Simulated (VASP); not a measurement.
Set up this calculation in VASP 6.6.1, as the native input.

| Property | Result |
| --- | --- |
| Task | single point |
| Functional | r2SCAN |
| Potentials or basis | VASP PAW PBE potentials, release 64 (B, N) |
| Cutoff | 520 eV |
| k mesh | 6 × 6 × 6 |
| Occupations | gaussian, width 0.05 eV |
| Spin | no spin polarisation |
| Dipole correction | no |
| Further INCAR settings | ALGO = Normal; EDIFF = 1e-06; NBANDS = 26 |

BN:

```
B N
1.0
     3.60963    0.00000    0.00000
     0.00000   -3.60963    0.00000
     0.00000    0.00000   -3.60963
B N
4 4
Direct
  0.00000 0.00000 0.00000
  0.50000 0.50000 0.00000
  0.50000 0.00000 0.50000
  0.00000 0.50000 0.50000
  0.75000 0.72922 0.75000
  0.25000 0.25000 0.75000
  0.25000 0.75000 0.25000
  0.75000 0.25000 0.25000
```

This cell differs from its parent crystal: atom 5 (N) moved +0.075 Å along Cartesian [0 1 0].

These files were run (other wordings do the same):

POSCAR

```
BN
1.0
    3.6096275117      0.0000000000      0.0000000000
    0.0000000000     -3.6096275117      0.0000000000
    0.0000000000      0.0000000000     -3.6096275117
B N
4 4
Direct
    0.0000000000      0.0000000000      0.0000000000
    0.5000000000      0.5000000000      0.0000000000
    0.5000000000      0.0000000000      0.5000000000
    0.0000000000      0.5000000000      0.5000000000
    0.7500000000      0.7292222328      0.7500000000
    0.2500000000      0.2500000000      0.7500000000
    0.2500000000      0.7500000000      0.2500000000
    0.7500000000      0.2500000000      0.2500000000
```

INCAR.step1

```
PREC = Accurate
ENCUT = 520
ISMEAR = 0
SIGMA = 0.05
LREAL = False
LASPH = True
NELM = 100
NBANDS = 26
GGA = PE
ALGO = Normal
EDIFF = 1E-4
LWAVE = True
LCHARG = False
```

INCAR.step2

```
PREC = Accurate
ENCUT = 520
EDIFF = 1E-6
ISMEAR = 0
SIGMA = 0.05
LREAL = False
LASPH = True
NELM = 100
ALGO = Normal
ISIF = 2
LWAVE = False
LCHARG = True
METAGGA = R2SCAN
LMIXTAU = True
LELF = True
LVHAR = True
NBANDS = 26
ISTART = 1
```

KPOINTS

```
regular mesh
0
Gamma
  6 6 6
```

Potentials or basis: VASP PAW PBE potentials, release 64 (B, N).

Launch:

```bash
$ cat potpaw_PBE.64/B/POTCAR potpaw_PBE.64/N/POTCAR > POTCAR
$ cp INCAR.step1 INCAR
$ mpirun -np 1 vasp_std > vasp.out
$ cp INCAR.step2 INCAR
$ mpirun -np 1 vasp_std > vasp.out
```

Results of the run:

```
Pressure               : 1.7 GPa
Largest force          : 2.755 eV/Å
Band gap on the k mesh : 4.79 eV
```

Caveat: the cell differs from its parent crystal (atom 5 (N) moved +0.075 Å along Cartesian [0 1 0]); the PAW data sets were made with another functional, which shifts forces and pressure a little.

Run time: 100 s on 1 thread of AMD EPYC 9R45 96-Core Processor (Zen 5), with other jobs on the host, peak memory 0.16 GiB.
